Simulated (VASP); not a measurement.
## As: single point with PBEsol

As:

```
As
1.0
     4.13109    2.38509    4.62407
    -4.13109    2.38509    4.62407
     0.00000   -4.77017    4.62407
As
12
Direct
  0.03638 0.65382 0.03638
  0.03638 0.03638 0.65382
  0.65382 0.03638 0.03638
  0.96362 0.34618 0.96362
  0.34618 0.96362 0.96362
  0.96362 0.96362 0.34618
  0.28750 0.60381 0.28750
  0.28750 0.28750 0.60381
  0.60381 0.28750 0.28750
  0.71250 0.39619 0.71250
  0.39619 0.71250 0.71250
  0.71250 0.71250 0.39619
```

```
Program             : VASP 6.6.1
Task                : single point
Functional          : PBEsol
Potentials or basis : VASP PAW PBE potentials, release 64 (As)
Cutoff              : 520 eV
k mesh              : 3 × 3 × 3
Occupations         : gaussian, width 0.1 eV
Spin                : no spin polarisation
```

The pressure is 0.3 GPa. The largest force is 0.066 eV/Å. The band gap on the k mesh is zero (band 30 reaches 4.51 eV, above the bottom of band 31 at 3.51 eV).

Forces on the atoms (eV/Å):
```
As  -0.048  0.028  0.036
As   0.000 -0.055  0.036
As   0.048  0.028  0.036
As   0.048 -0.028 -0.036
As  -0.048 -0.028 -0.036
As   0.000  0.055 -0.036
As  -0.008  0.004  0.026
As   0.000 -0.009  0.026
As   0.008  0.004  0.026
As   0.008 -0.004 -0.026
As  -0.008 -0.004 -0.026
As   0.000  0.009 -0.026
```

Stress tensor (GPa, compression positive):
```
0.22 0.00 0.00
0.00 0.22 0.00
0.00 0.00 0.42
```

Levels at points of the mesh, in eV from the Fermi level:
```tsv
k point	band 26	band 27	band 28	band 29	band 30	band 31	band 32	band 33	band 34	band 35
(0.00, 0.00, 0.00)	-2.06	-1.24	-1.24	0.15	0.15	0.49	0.49	0.61	0.96	1.54
```

Wall time 41 s on 1 thread of Intel(R) Xeon(R) 6975P-C (Granite Rapids) (shared host), peak memory 0.34 GiB.

Caveat: the PAW data sets were made with another functional, which shifts forces and pressure a little.
